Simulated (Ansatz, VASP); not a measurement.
## Two plane-wave programs on BN

Contents of POSCAR:

```
BN
1.0
    2.5055553615      0.0000000001      0.0000000000
   -1.2527776808      2.1698745936      0.0000000000
    0.0000000000      0.0000000000      6.6528827690
B N
2 2
Direct
    0.3333333333      0.6666666667      0.2500000000
    0.6666666667      0.3333333333      0.7500000000
    0.3333333333      0.6666666667      0.7500000000
    0.6666666667      0.3333333333      0.2500000000
```

INCAR.step1

```
SYSTEM = BN
  ALGO = Normal
  EDIFF = 1E-5
  ENCUT = 520
  GGA = PE
  ISIF = 2
  ISMEAR = 0
  LASPH = .TRUE.
  LREAL = .FALSE.
  LWAVE = .TRUE.
  NBANDS = 16
  NELM = 100
  PREC = Accurate
  SIGMA = 0.05
```

INCAR.step2

```
SYSTEM = BN
  AEXX = 1.0
  AGGAC = 0.0
  ALDAC = 0.0
  ALGO = Normal
  EDIFF = 1E-6
  ENCUT = 520
  GGA = PE
  ISIF = 2
  ISMEAR = 0
  ISTART = 1
  LASPH = .TRUE.
  LCHARG = .TRUE.
  LELF = .TRUE.
  LHFCALC = .TRUE.
  LREAL = .FALSE.
  LVHAR = .TRUE.
  LWAVE = .FALSE.
  NBANDS = 16
  NELM = 100
  PREC = Accurate
  PRECFOCK = Normal
  SIGMA = 0.05
```

The input KPOINTS:

```
k-points
0
G
  6 6 2
  0 0 0
```

Input for Ansatz:

```yaml
crystal:
  lattice:
    - [2.5055553615, 1.0e-10, 0.0]
    - [-1.2527776808, 2.1698745936, 0.0]
    - [0.0, 0.0, 6.652882769]
  atoms:
    - { symbol: B, position: [0.3333333333, 0.6666666667, 0.25] }
    - { symbol: B, position: [0.6666666667, 0.3333333333, 0.75] }
    - { symbol: "N", position: [0.3333333333, 0.6666666667, 0.75] }
    - { symbol: "N", position: [0.6666666667, 0.3333333333, 0.25] }
basis:
  ecutwfc: 420
  ecutrho_ratio: 4
kpoints:
  mp_grid: { grid: [6, 6, 2] }
hamiltonian:
  xc: hf
scf:
  occupations: { method: gaussian, width: 0.05 }
  n_extra_bands: 11
output:
  forces: true
  stress: true
  eigenvalues: true
  populations: true
  dos: { projected: true, de: 0.02 }
```

Alike in both runs: task single point; functional HF; k mesh 6 × 6 × 2; occupations gaussian, width 0.05 eV; no spin polarisation.

```csv
,VASP,Ansatz
version,VASP 6.6.1,Ansatz 0.2.0
potentials or method,"VASP PAW PBE potentials, release 64 (B, N), cutoff 520 eV","scalar-relativistic, plane waves, PAW"
valence electrons in the cell,16,16
```

```tsv
	VASP	Ansatz	Ansatz less VASP
gap on the k mesh at the Fermi level (eV)	13.26	13.19	-0.064
least direct gap on the mesh (eV)	13.81	13.75	-0.062
pressure (GPa)	-2.9	-2.8	+0.09
traceless stress, the component that is largest in VASP (GPa)	6.62	7.34	+0.719
```

VASP's potentials were made for PBE, not for HF. Ansatz's warnings: stress exchange threshold loose, stress scf threshold loose.

The k mesh is coarse, so the values compare programs but aren't converged.
